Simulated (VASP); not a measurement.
# SnO2 (P4_2/mnm) in VASP: further runs

SnO2 is run at these levels: PBE; tasks: single point.

All numbers are computed with VASP 6.6.1; they aren't measurements. Logs are shortened: lines on timing, memory, paths and dates and some standing lists are left out, and cuts for length are marked.

**1. The cell of the first run**

Symmetry: P4_2/mnm, No. 136, tetragonal system. The conventional cell has a = 4.863 Å, b = 4.863 Å, c = 3.141 Å, α = 90.00°, β = 90.00°, γ = 90.00°. Sn (site symmetry mmm) has 6 O at 2.06 to 2.11 Å within 2.7 Å. Within 2.7 Å of O (site symmetry m2m) lie 3 Sn at 2.06 to 2.11 Å and 1 O at 2.67 Å.

**2. Single point, PBE (uniaxial strain along c: -3.0 %)**

The input, INCAR:

```
ALGO = Normal
EDIFF = 1E-6
ENCUT = 520
GGA = PE
ISIF = 2
ISMEAR = 0
LASPH = True
LCHARG = False
LREAL = False
LWAVE = False
NBANDS = 35
NELM = 80
PREC = Accurate
SIGMA = 0.02
```

The input, KPOINTS:

```
k-points
0
Gamma
  6 6 8
```

The input, POSCAR:

```
SnO2
1.0
    4.8633942783      0.0000000000      0.0000000000
    0.0000000000      4.8633942783      0.0000000000
    0.0000000000      0.0000000000      3.1410076823
Sn O
2 4
Direct
    0.5000000000      0.5000000000      0.5000000000
    0.0000000000      0.0000000000      0.0000000000
    0.1938283070      0.8061716930      0.5000000000
    0.8061716930      0.1938283070      0.5000000000
    0.3061716930      0.3061716930      0.0000000000
    0.6938283070      0.6938283070      0.0000000000
```

Potentials or basis: VASP PAW PBE potentials, release 64 (Sn_d, O).

Run with:

```
$ cat potpaw_PBE.64/Sn_d/POTCAR potpaw_PBE.64/O/POTCAR > POTCAR
$ mpirun -np 1 vasp_std > vasp.out
```

OUTCAR:

```text
EDIFF = 1E-6
   ENCUT = 520
   GGA = PE
   ISIF = 2
   ISMEAR = 0
   LASPH = True
   LREAL = False
   NELM = 80
   PREC = Accurate

 ion  position               nearest neighbor table
   1  0.500  0.500  0.500-   5 2.06   6 2.06   5 2.06   6 2.06   3 2.11   4 2.11
   2  0.000  0.000  0.000-   3 2.06   4 2.06   3 2.06   4 2.06   5 2.11   6 2.11
   3  0.194  0.806  0.500-   2 2.06   2 2.06   1 2.11
   4  0.806  0.194  0.500-   2 2.06   2 2.06   1 2.11
   5  0.306  0.306  0.000-   1 2.06   1 2.06   2 2.11
   6  0.694  0.694  0.000-   1 2.06   1 2.06   2 2.11

  LATTYP: Found a simple tetragonal cell.
 ALAT       =     4.8633942783
 C/A-ratio  =     0.6458468104

  Lattice vectors:

 A1 = (   4.8633942783,   0.0000000000,   0.0000000000)
 A2 = (   0.0000000000,   4.8633942783,   0.0000000000)
 A3 = (   0.0000000000,   0.0000000000,   3.1410076823)

Analysis of symmetry for initial positions (statically):
=====================================================================
 Subroutine PRICEL returns:
 Original cell was already a primitive cell.

 Routine SETGRP: Setting up the symmetry group for a
 simple tetragonal supercell.

 Subroutine GETGRP returns: Found 16 space group operations
 (whereof  8 operations were pure point group operations)
 out of a pool of 16 trial point group operations.

The static configuration has the point symmetry D_2h.
 The point group associated with its full space group is D_4h.

Analysis of symmetry for dynamics (positions and initial velocities):
=====================================================================
 Subroutine PRICEL returns:
 Original cell was already a primitive cell.

 Routine SETGRP: Setting up the symmetry group for a
 simple tetragonal supercell.

 Subroutine GETGRP returns: Found 16 space group operations
 (whereof  8 operations were pure point group operations)
 out of a pool of 16 trial point group operations.

The dynamic configuration has the point symmetry D_2h.
 The point group associated with its full space group is D_4h.

 Subroutine INISYM returns: Found 16 space group operations
 (whereof  8 operations are pure point group operations),
 and found     1 'primitive' translations

----------------------------------------------------------------------------------------

                                     Primitive cell

  volume of cell :      74.2930

  direct lattice vectors                    reciprocal lattice vectors
     4.863394278  0.000000000  0.000000000     0.205617711  0.000000000  0.000000000
     0.000000000  4.863394278  0.000000000     0.000000000  0.205617711  0.000000000
     0.000000000  0.000000000  3.141007682     0.000000000  0.000000000  0.318369167

  length of vectors
     4.863394278  4.863394278  3.141007682     0.205617711  0.205617711  0.318369167

  position of ions in fractional coordinates (direct lattice)
     0.500000000  0.500000000  0.500000000
     0.000000000  0.000000000  0.000000000
     0.193828307  0.806171693  0.500000000
     0.806171693  0.193828307  0.500000000
     0.306171693  0.306171693  0.000000000
     0.693828307  0.693828307  0.000000000

  ion indices of the primitive-cell ions
   primitive index   ion index
                 1           1
                 2           2
                 3           3
                 4           4
                 5           5
                 6           6

----------------------------------------------------------------------------------------

 KPOINTS: k-points

Automatic generation of k-mesh.
 Grid dimensions read from file:
 generate k-points for:    6    6    8

 Generating k-lattice:

  Cartesian coordinates                     Fractional coordinates (reciprocal lattice)
     0.034269619  0.000000000  0.000000000     0.166666667  0.000000000  0.000000000
     0.000000000  0.034269619  0.000000000     0.000000000  0.166666667  0.000000000
     0.000000000  0.000000000  0.039796146     0.000000000  0.000000000  0.125000000

  Length of vectors
     0.034269619  0.034269619  0.039796146

  Shift w.r.t. Gamma in fractional coordinates (k-lattice)
     0.000000000  0.000000000  0.000000000

 Subroutine IBZKPT returns following result:
 ===========================================

 Found     50 irreducible k-points:

 Following reciprocal coordinates:
            Coordinates               Weight
  0.000000  0.000000  0.000000      1.000000
  0.166667  0.000000  0.000000      4.000000
  0.333333  0.000000  0.000000      4.000000
  0.500000  0.000000  0.000000      2.000000
  0.166667  0.166667  0.000000      4.000000
  0.333333  0.166667  0.000000      8.000000
[... 16 lines left out ...]
  0.333333  0.000000  0.250000      8.000000
  0.500000  0.000000  0.250000      4.000000
 [... further k-points ...]
   k-points           NKPTS =     50   k-points in BZ     NKDIM =     50   number of bands    NBANDS=     35
   number of dos      NEDOS =    301   number of ions     NIONS =      6
   total plane-waves  NPLWV =  31104
   dimension x,y,z NGX =    36 NGY =   36 NGZ =   24
   dimension x,y,z NGXF=    72 NGYF=   72 NGZF=   48
   ions per type =               2   4
   NGX,Y,Z   is equivalent  to a cutoff of  12.31, 12.31, 12.70 a.u.
   NGXF,Y,Z  is equivalent  to a cutoff of  24.61, 24.61, 25.41 a.u.
 SYSTEM =  unknown system
   PREC   = accura    normal or accurate (medium, high low for compatibility)
   ISTART =      0    job   : 0-new  1-cont  2-samecut
   ICHARG =      2    charge: 1-file 2-atom 10-const
   ISPIN  =      1    spin polarized calculation?
   LNONCOLLINEAR =      F non collinear calculations
   LSORBIT =      F    spin-orbit coupling
   LASPH  =      T    aspherical Exc in radial PAW
   ENCUT  =  520.0 eV  38.22 Ry    6.18 a.u.   9.04  9.04  5.84*2*pi/ulx,y,z
   NELM   =     80;   NELMIN=  2; NELMDL= -5     # of ELM steps
   EDIFF  = 0.1E-05   stopping-criterion for ELM
   LREAL  =      F    real-space projection
   EDIFFG = 0.1E-04   stopping-criterion for IOM
   NSW    =      0    number of steps for IOM
   IBRION =     -1    ionic relax: 0-MD 1-quasi-New 2-CG
   NFREE  =      0    steps in history (QN), initial steepest desc. (CG)
   ISIF   =      2    stress and relaxation
   ISYM   =      2    0-nonsym 1-usesym 2-fastsym
   POTIM  = 0.5000    time-step for ionic-motion
   TEBEG  =    0.0;   TEEND  =   0.0 temperature during run
   PSTRESS=    0.0 pullay stress
   NELECT =      52.0000    total number of electrons
   NUPDOWN=      -1.0000    fix difference up-down
   EMIN   =  10.00;   EMAX   =-10.00  energy-range for DOS
   EFERMI =   0.00;   METHOD = LEGACY
   ISMEAR =     0;   SIGMA  =   0.02  broadening in eV -4-tet -1-fermi 0-gaus
   EFERMI_NEDOS =   21; number of points for ismear=-14 and -15
   IALGO  =     38    algorithm
   IMIX   =      4    mixing-type and parameters
     AMIX     =   0.40;   BMIX     =  1.00
     AMIX_MAG =   1.60;   BMIX_MAG =  1.00
  volume/ion in A,a.u.               =      12.38        83.56
  Fermi-wavevector in a.u.,A,eV,Ry     =   1.453539  2.746790 28.746049  2.112775
  Thomas-Fermi vector in A             =   2.570794
   LORBIT       =      0    0 simple, 1 ext, 2 COOP (PROOUT), +10 PAW based schemes
   GGA     = PE    functional components
   LHFCALC =     F    Hartree Fock is set to
   AEXX    =    0.0000 exact exchange contribution
   IVDW    =     0    specifies the selected vdW correction
   LEPSILON=     F    determine dielectric tensor
   LRPA    =     F    only Hartree local field effects (RPA)
 non-spin polarized calculation
 Gauss-broadening in eV      SIGMA  =   0.02
  energy-cutoff  :      520.00
  volume of cell :       74.29
 maximum number of plane-waves:      2024
   NGX = 19   NGY = 19   NGZ = 11

 number of electron      51.9999999 magnetization

 Free energy of the ion-electron system (eV)
  ---------------------------------------------------
  ext. energy  EPLUGINS =         0.00000000
  ---------------------------------------------------
  free energy    TOTEN  =       -37.23352750 eV

  energy without entropy =      -37.23352750  energy(sigma->0) =      -37.23352750

 E-fermi :   5.8527     XC(G=0): -11.0399

 val. band max:        5.6896073641   @ k =   0.0000   0.0000   0.0000
 cond. band min:       6.6622467725   @ k =   0.0000   0.0000   0.0000
 fundamental gap:      0.9726394084
 Fermi energy:         5.8527418227

 k-point     1 :       0.0000    0.0000    0.0000
  band No.  band energies     occupation
      1     -15.3952      2.00000
      2     -14.7489      2.00000
      3     -14.4459      2.00000
      4     -14.4142      2.00000
      5     -14.4142      2.00000
      6     -14.3126      2.00000
[... 27 lines left out ...]
     34      17.1293      0.00000
     35      17.9549      0.00000

 k-point     2 :       0.1667    0.0000    0.0000
  band No.  band energies     occupation
      1     -15.3582      2.00000
      2     -14.7908      2.00000
      3     -14.4442      2.00000
      4     -14.4127      2.00000
      5     -14.4127      2.00000
      6     -14.3438      2.00000
[... 27 lines left out ...]
     34      17.1979      0.00000
     35      17.9899      0.00000

 k-point     3 :       0.3333    0.0000    0.0000
  band No.  band energies     occupation
      1     -15.2516      2.00000
      2     -14.9179      2.00000
      3     -14.4382      2.00000
      4     -14.4098      2.00000
      5     -14.4097      2.00000
      6     -14.3954      2.00000
[... 27 lines left out ...]
     34      17.5432      0.00000
     35      17.9528      0.00000

 k-point     4 :       0.5000    0.0000    0.0000
  band No.  band energies     occupation
      1     -15.0921      2.00000
      2     -15.0921      2.00000
      3     -14.4249      2.00000
      4     -14.4249      2.00000
      5     -14.4082      2.00000
      6     -14.4082      2.00000
[... 27 lines left out ...]
     34      17.8558      0.00000
     35      18.2934      0.00000

 k-point     5 :       0.1667    0.1667    0.0000
  band No.  band energies     occupation
      1     -15.3289      2.00000
      2     -14.8346      2.00000
      3     -14.4420      2.00000
      4     -14.4146      2.00000
      5     -14.4095      2.00000
      6     -14.3656      2.00000
[... 638 lines left out ...]
 k-point    22 :       0.1667    0.0000    0.2500
  band No.  band energies     occupation
      1     -15.1255      2.00000
      2     -14.9265      2.00000
      3     -14.8353      2.00000
      4     -14.4862      2.00000
      5     -14.3384      2.00000
      6     -14.3204      2.00000
[... 27 lines left out ...]
     34      17.3244      0.00000
     35      17.7416      0.00000

 k-point    23 :       0.3333    0.0000    0.2500
  band No.  band energies     occupation
      1     -15.1245      2.00000
      2     -15.0145      2.00000
      3     -14.7316      2.00000
      4     -14.5260      2.00000
      5     -14.3359      2.00000
      6     -14.3244      2.00000
[... 27 lines left out ...]
     34      17.5536      0.00000
     35      17.9269      0.00000

 k-point    24 :       0.5000    0.0000    0.2500
  band No.  band energies     occupation
      1     -15.0880      2.00000
      2     -15.0880      2.00000
      3     -14.6160      2.00000
      4     -14.6160      2.00000
      5     -14.3311      2.00000
      6     -14.3311      2.00000
[... 27 lines left out ...]
     34      17.6934      0.00000
     35      18.1409      0.00000

 [... further k-points ...]

------------------------ aborting loop because EDIFF is reached ----------------------------------------

  FORCE on cell =-STRESS in cart. coord.  units (eV):
  Direction    XX          YY          ZZ          XY          YZ          ZX
  --------------------------------------------------------------------------------------
  -------------------------------------------------------------------------------------
  Total        0.9279295      0.9279295      5.3366144      0.0000000      0.0000000      0.0000000
  in kB       20.0114059     20.0114059    115.0875783      0.0000000      0.0000000      0.0000000
  external PRESSURE =      51.7034634 kB  Pullay stress =       0.0000000 kB

 VOLUME and BASIS-vectors are now :
 -----------------------------------------------------------------------------
  energy-cutoff  :      520.00
  volume of cell :       74.29
      direct lattice vectors                 reciprocal lattice vectors
     4.863394278  0.000000000  0.000000000     0.205617711  0.000000000  0.000000000
     0.000000000  4.863394278  0.000000000     0.000000000  0.205617711  0.000000000
     0.000000000  0.000000000  3.141007682     0.000000000  0.000000000  0.318369167

 POSITION                                       TOTAL-FORCE (eV/Angst)
 -----------------------------------------------------------------------------------
      2.43170      2.43170      1.57050         0.000000     -0.000000      0.000000
      0.00000      0.00000      0.00000         0.000000     -0.000000      0.000000
      0.94266      3.92073      1.57050         0.087505     -0.087505      0.000000
      3.92073      0.94266      1.57050        -0.087505      0.087505      0.000000
      1.48903      1.48903      0.00000        -0.087505     -0.087505      0.000000
      3.37436      3.37436      0.00000         0.087505      0.087505      0.000000
 -----------------------------------------------------------------------------------
    total drift:                                0.000000      0.000000      0.000000

  FREE ENERGIE OF THE ION-ELECTRON SYSTEM (eV)
  ---------------------------------------------------
  free  energy   TOTEN  =       -37.2335275046 eV

  energy  without entropy=      -37.2335275046  energy(sigma->0) =      -37.23352750
```

Wall time 63 s (1 thread of AMD EPYC 9R45 (Zen 5), shared host); peak memory 0.2 GiB.

What came out:

| Property | Result |
| --- | --- |
| Free energy | -37.2335 eV |
| Pressure | 5.2 GPa |
| Largest force | 0.124 eV/Å |
| Band gap on the k mesh | 0.97 eV |

Forces in eV/Å, atoms in the order of the input:
```
Sn   0.000  0.000  0.000
Sn   0.000  0.000  0.000
O    0.088 -0.088  0.000
O   -0.088  0.088  0.000
O   -0.088 -0.088  0.000
O    0.088  0.088  0.000
```

Stress tensor (GPa, compression positive):
```
 2.00  0.00  0.00
 0.00  2.00  0.00
 0.00  0.00 11.51
```

Levels at points of the mesh, in eV from the valence-band top:
```csv
k point,band 23,band 24,band 25,band 26,band 27,band 28,band 29,band 30
"(0.00, 0.00, 0.00)",-1.16,-0.80,-0.80,0.00,0.97,6.18,6.40,6.40
"(0.50, 0.00, 0.00)",-1.12,-1.12,-0.65,-0.65,4.08,4.08,7.19,7.19
"(0.50, 0.50, 0.00)",-1.22,-1.22,-0.94,-0.94,4.57,4.57,7.46,7.46
"(0.00, 0.00, 0.50)",-1.55,-1.55,-1.21,-1.21,5.80,5.80,9.35,9.35
"(0.50, 0.00, 0.50)",-1.07,-1.07,-0.81,-0.81,6.03,6.03,7.53,7.53
"(0.50, 0.50, 0.50)",-0.96,-0.96,-0.85,-0.85,4.47,4.47,8.68,8.68
```

Caveat: the cell differs from its parent crystal (uniaxial strain along c: -3.0 %); the cell stands under pressure; spin-orbit coupling is left out, which moves the levels of the heavy elements.

(Part 1 of 2 ends here.)
